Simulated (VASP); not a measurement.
Wanted: the native input for a VASP 6.6.1 run.

| Item | Value |
| --- | --- |
| Task | single point |
| Functional | PBEsol |
| Potentials or basis | VASP PAW PBE potentials, release 64 (Mg, O) |
| Cutoff | 600 eV |
| k mesh | 10 × 10 × 10 |
| Occupations | gaussian, width 0.02 eV |
| Spin | no spin polarisation |
| Dipole correction | no |
| Further INCAR settings | ALGO = Normal; EDIFF = 1e-06; NBANDS = 11 |

The structure of MgO lies in POSCAR:

```
MgO
1.0
    0.0000000000      2.0419182565      2.0419182565
    2.0419182565      0.0000000000      2.0419182565
    2.0419182565      2.0419182565      0.0000000000
Mg O
1 1
Direct
    0.0000000000      0.0000000000      0.0000000000
    0.5000000000      0.5000000000      0.5000000000
```

These files were run (other wordings do the same):

INCAR

```
PREC     = Accurate       # precision mode
ENCUT    = 600            # plane-wave cutoff, eV
EDIFF    = 1E-6           # SCF threshold, eV
ISMEAR   = 0              # smearing method
SIGMA    = 0.02           # smearing width, eV
LREAL    = F              # projectors in reciprocal space
LASPH    = T              # aspherical terms in the spheres
NELM     = 120            # most SCF steps
ALGO     = Normal         # electronic algorithm
ISIF     = 2              # what is computed and relaxed
LWAVE    = F              # write WAVECAR
LCHARG   = T              # write CHGCAR
GGA      = PS             # functional
LELF     = T              # ELF
LVHAR    = T            
NBANDS   = 11             # bands
GGA_COMPAT= F
```

KPOINTS

```
regular mesh
0
Gamma
  10 10 10
```

Potentials or basis: VASP PAW PBE potentials, release 64 (Mg, O).

Command:

```sh
$ cat potpaw_PBE.64/Mg/POTCAR potpaw_PBE.64/O/POTCAR > POTCAR
$ mpirun -np 1 vasp_std > vasp.out
```

It gave:

```json
{
 "Pressure": "17.5 GPa",
 "Band gap on the k mesh": "5.59 eV"
}
```

Caveat: the cell stands under pressure; the PAW data sets were made with another functional, which shifts forces and pressure a little.

Run time: 8.2 s on 1 thread of AMD EPYC 7R13 Processor (Zen 3), on a shared host, peak memory 0.11 GiB.
